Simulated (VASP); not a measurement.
V: single point with LDA

The system is V.

```
V
1.0
    -1.46365    1.46365    1.46365
     1.46365   -1.46365    1.46365
     1.46365    1.46365   -1.46365
V
1
Direct
  0.00000 0.00000 0.00000
```

| Property | Result |
| --- | --- |
| Program | VASP 6.6.1 |
| Task | single point |
| Functional | LDA |
| Potentials or basis | VASP PAW LDA potentials, release 64 (V_sv) |
| Cutoff | 520 eV |
| k mesh | 15 × 15 × 15 |
| Occupations | fermi-dirac, width 0.1 eV |
| Spin | no spin polarisation |

```json
{"Pressure": "0.5 GPa"}
```

Levels at points of the mesh, in eV from the Fermi level:
| k point | band 2 | band 3 | band 4 | band 5 | band 6 | band 7 | band 8 | band 9 | band 10 | band 11 |
| --- | --- | --- | --- | --- | --- | --- | --- | --- | --- | --- |
| (0.00, 0.00, 0.00) | -36.48 | -36.48 | -36.48 | -6.68 | 0.38 | 0.38 | 0.38 | 2.56 | 2.56 | 21.07 |

Run time: 20 s on 1 thread of AMD EPYC 7R13, on a shared host, peak memory 0.1 GiB.
